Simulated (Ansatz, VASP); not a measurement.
# One calculation of As, two programs

File INCAR:

```
PREC     = Accurate       # precision mode
ENCUT    = 500            # plane-wave cutoff, eV
EDIFF    = 1E-6           # SCF threshold, eV
ISMEAR   = 0              # smearing method
SIGMA    = 0.1            # smearing width, eV
LREAL    = F              # projectors in reciprocal space
LASPH    = T              # aspherical terms in the spheres
NELM     = 120            # most SCF steps
ALGO     = Normal         # electronic algorithm
ISIF     = 2              # what is computed and relaxed
LWAVE    = F              # write WAVECAR
LCHARG   = F              # write CHGCAR
GGA      = PE             # functional
NBANDS   = 12             # bands
GGA_COMPAT= F
```

File KPOINTS:

```
regular mesh
0
Gamma
  6 6 6
```

The input POSCAR:

```
As
1.0
    1.7690856180      1.0213820577      4.2361883263
   -1.7690856180      1.0213820577      4.2361883263
    0.0000000000     -2.0427641155      4.2361883263
As
2
Direct
    0.0577000000      0.0577000000      0.0577000000
    0.9423000000      0.9423000000      0.9423000000
```

Input for Ansatz:

```yaml
crystal:
  lattice:
    - [1.769085618, 1.0213820577, 4.2361883263]
    - [-1.769085618, 1.0213820577, 4.2361883263]
    - [0.0, -2.0427641155, 4.2361883263]
  atoms:
    - { symbol: As, position: [0.0577, 0.0577, 0.0577] }
    - { symbol: As, position: [0.9423, 0.9423, 0.9423] }
basis:
  ecutwfc: 420
kpoints:
  mp_grid: { grid: [6, 6, 6] }
hamiltonian:
  xc: pbe
scf:
  occupations: { method: gaussian, width: 0.1 }
  lower_state_search: "off"
output:
  forces: true
  stress: true
  eigenvalues: true
```

Alike in both runs: task single point; functional PBE; k mesh 6 × 6 × 6; occupations gaussian, width 0.1 eV; no spin polarisation.

```csv
,VASP,Ansatz
version,VASP 6.6.1,Ansatz 0.2.0
potentials or method,"VASP PAW PBE potentials, release 64 (As), cutoff 500 eV","scalar-relativistic, plane waves, PAW"
valence electrons in the cell,10,30
```

Ansatz gave:

```
gap on the k mesh at the Fermi level (eV) : none
rms of the force components (eV/Å)        : 42.636
```

Which values does VASP return?

gap on the k mesh at the Fermi level (eV): none; rms of the force components (eV/Å): 45.610.

Atom by atom the forces differ by 2.974 eV/Å (rms over components). A gap of «none» marks a metal or a gap that the smearing closes. The functional is the same, so the differences come from potentials, cutoffs and numerics. VASP's potentials hold 10 valence electrons a cell and Ansatz's 30, so a difference there can come from the potentials and not from the codes.
